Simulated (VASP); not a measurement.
Here is a VASP 6.6.1 calculation.

Contents of INCAR:

```
  PREC = Accurate
  ENCUT = 520
  EDIFF = 1E-6
  ISMEAR = 1
  SIGMA = 0.15
  LREAL = F
  LASPH = T
  NELM = 100
  ALGO = Normal
  ISIF = 2
  LWAVE = F
  LCHARG = F
  GGA = PE
  NBANDS = 62
```

File KPOINTS:

```
Automatic mesh
0
Gamma
  2 3 2
```

POSCAR

```
AgAuCl4
1.0
    6.6466660000     -0.7304330000      0.1692620000
   -0.8055110000      6.0123180000     -0.3840250000
    0.0528540000      0.0968040000      7.7283390000
Cl Ag Au
8 2 2
Direct
    0.3213163186      0.8416858056      0.4039225956
   -0.0082369547      0.1162313642      0.0930285218
    0.4619963362      0.4345435488      0.3223458705
    0.0203018503      0.8467840293      0.7629362409
    0.4223385623      0.9636448101      0.1360376180
    0.8132976047      0.9876136001      0.3501547918
    0.7962475376      0.4817933778      0.4962241241
    0.5393069547      0.3211981905      0.8660172595
    0.9115422667      0.5062536519      0.1003120582
    0.0889290815      0.3188424651      0.7151816404
    0.4969842376      0.1831128030      0.5120169222
    0.5027962115      0.7164001556      0.7273190627
```

Potentials or basis: VASP PAW PBE potentials, release 64 (Cl, Ag, Au).

Command:

```console
$ cat potpaw_PBE.64/Cl/POTCAR potpaw_PBE.64/Ag/POTCAR potpaw_PBE.64/Au/POTCAR > POTCAR
$ mpirun -np 1 vasp_std > vasp.out
```

Problem. Estimate the pressure.

Solution. 1.5 GPa.

Problem. Predict the largest force.

Solution. 2.986 eV/Å.

Stress tensor (GPa, compression positive):
```
1.87 0.53 1.73
0.53 1.15 1.86
1.73 1.86 1.46
```

Caveat: the k points lie up to 0.48 Å⁻¹ apart.
